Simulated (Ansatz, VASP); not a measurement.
**Ba2CaCu2HgO6: VASP beside Ansatz**

```
Ba Ca Cu Hg O
1.0
     3.78234    0.00000    0.00000
     0.00000    3.78234    0.00000
     0.00000    0.00000   12.50733
Ba Ca Cu Hg O
2 1 2 1 6
Cartesian
  1.8912 1.8912 2.8322
  1.8912 1.8912 9.6752
  1.8912 1.8912 6.2537
  0.0000 0.0000 4.8063
  0.0000 0.0000 7.7010
  0.0000 0.0000 0.0000
  0.0000 0.0000 10.5523
  0.0000 0.0000 1.9550
  1.8912 0.0000 7.7803
  0.0000 1.8912 4.7270
  0.0000 1.8912 7.7803
  1.8912 0.0000 4.7270
```

Alike in both runs: functional LDA; k mesh 6 × 6 × 2; no spin polarisation.

Ansatz relaxed the structure, and its values are those at the end. VASP's run is a single point on that final structure, the one shown.

|  | VASP | Ansatz |
| --- | --- | --- |
| version | VASP 6.6.1 | Ansatz 0.2.0 |
| potentials or method | VASP PAW LDA potentials, release 64 (Ba_sv, Ca_sv, Cu, Hg, O), cutoff 520 eV | plane waves, PAW |
| occupations | fermi-dirac, width 0.1 eV | fermi-dirac |
| valence electrons in the cell | 100 | 124 |

Ansatz gave:

| Property | Result |
| --- | --- |
| pressure (GPa) | 0.0 |
| rms of the force components (eV/Å) | 0.005 |

**Question.** Which values does VASP return?

**Answer.** Pressure (GPa): 2.1; rms of the force components (eV/Å): 0.114.

LDA's correlation is that of Perdew and Zunger in VASP and of Perdew and Wang (1992) in Ansatz. VASP's potentials hold 100 valence electrons a cell and Ansatz's 124, so a difference there can come from the potentials and not from the codes.

Neither program's run includes spin-orbit coupling.
